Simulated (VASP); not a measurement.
Set up this calculation in VASP 6.6.1, as the native input.

```yaml
Task: single point
Functional: PBE
Potentials_or_basis: VASP PAW PBE potentials, release 64 (Na_pv, Ta_pv, O)
Cutoff: 600 eV
k_mesh: 5 × 5 × 5
Occupations: gaussian, width 0.2 eV
Spin: no spin polarisation
Dipole_correction: no
Further_INCAR_settings: ALGO = Normal; EDIFF = 1e-06; NBANDS = 19
```

The structure of NaTaO lies in POSCAR:

```
NaTaO
1.0
    2.3097223900     -2.3224135562      0.0000000000
    2.3097223900      2.3224135562      0.0000000000
    0.0000000000      0.0000000000      4.0682556057
Na Ta O
1 1 1
Direct
    0.0000000000      0.0000000000      0.5000000000
    0.5000000000      0.5000000000      0.0000000000
    0.5000000000      0.5000000000      0.5000000000
```

The cell was generated, and may not be a known phase.

The input as run:

INCAR

```
SYSTEM = NaTaO
ALGO = Normal
EDIFF = 1E-6
ENCUT = 600
GGA = PE
GGA_COMPAT = .False.
ISIF = 2
ISMEAR = 0
LASPH = .True.
LCHARG = .True.
LELF = .True.
LREAL = .False.
LVHAR = .True.
LWAVE = .False.
NBANDS = 19
NELM = 120
PREC = Accurate
SIGMA = 0.2
```

KPOINTS

```
k-points
0
Gamma
  5 5 5
  0 0 0
```

Potentials or basis: VASP PAW PBE potentials, release 64 (Na_pv, Ta_pv, O).

Command:

```sh
$ cat potpaw_PBE.64/Na_pv/POTCAR potpaw_PBE.64/Ta_pv/POTCAR potpaw_PBE.64/O/POTCAR > POTCAR
$ mpirun -np 1 vasp_std > vasp.out
```

Results of the run:

```json
{
 "Pressure": "0.1 GPa",
 "Band gap on the k mesh": "zero (bands 12 and 13 overlap by 1.98 eV)"
}
```

Caveat: the k points lie up to 0.38 Å⁻¹ apart, too coarse for converged energies and pressures of a metal; spin-orbit coupling is left out, which moves the levels of the heavy elements.

Wall time 31 s on 1 thread of Intel Xeon 8259CL, with other jobs on the host, peak memory 0.19 GiB.
